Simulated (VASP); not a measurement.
**MgCdSe: single point with PBE**

The system is MgCdSe.

```xyz
3
Lattice="3.7213 0.0000 0.0000 0.0000 3.7213 0.0000 0.0000 0.0000 6.3542" Properties=species:S:1:pos:R:3 pbc="T T T"
Mg    0.0000    0.0000    0.0000
Cd    0.0000    0.0000    3.1771
Se    1.8607    1.8607    0.0000
```

```yaml
Program: VASP 6.6.1
Task: single point
Functional: PBE
Potentials_or_basis: VASP PAW PBE potentials, release 64 (Mg, Cd, Se)
Cutoff: 520 eV
k_mesh: 6 × 6 × 4
Occupations: gaussian, width 0.1 eV
Spin: no spin polarisation
Dipole_correction: no
Further_INCAR_settings: ALGO = Normal; EDIFF = 1e-07; NBANDS = 17
```

* Pressure: 0.0 GPa
* Band gap on the k mesh: 0.21 eV, indirect (least direct gap 0.25 eV)

Stress tensor (GPa, compression positive):
```
-0.23  0.00  0.00
 0.00 -0.23  0.00
 0.00  0.00  0.36
```

Levels at points of the mesh, in eV from the valence-band top:
```csv
k point,band 8,band 9,band 10,band 11,band 12,band 13
"(0.00, 0.00, 0.00)",-2.85,-1.18,-1.18,2.54,3.47,4.83
"(0.50, 0.00, 0.00)",-1.46,-1.08,-0.69,0.93,1.11,5.12
"(0.50, 0.50, 0.00)",-3.80,-0.77,-0.74,2.86,2.86,2.92
"(0.00, 0.00, 0.50)",-1.16,-1.16,-0.47,0.21,4.67,4.86
"(0.50, 0.00, 0.50)",-1.93,-1.93,-0.69,2.24,3.17,4.58
"(0.50, 0.50, 0.50)",-3.73,-0.79,0.00,0.25,2.07,2.07
```

Wall time 16 s on 1 thread of Intel(R) Xeon(R) 6975P-C (Granite Rapids), on a shared host, peak memory 0.21 GiB.

A k mesh can miss the band edges.
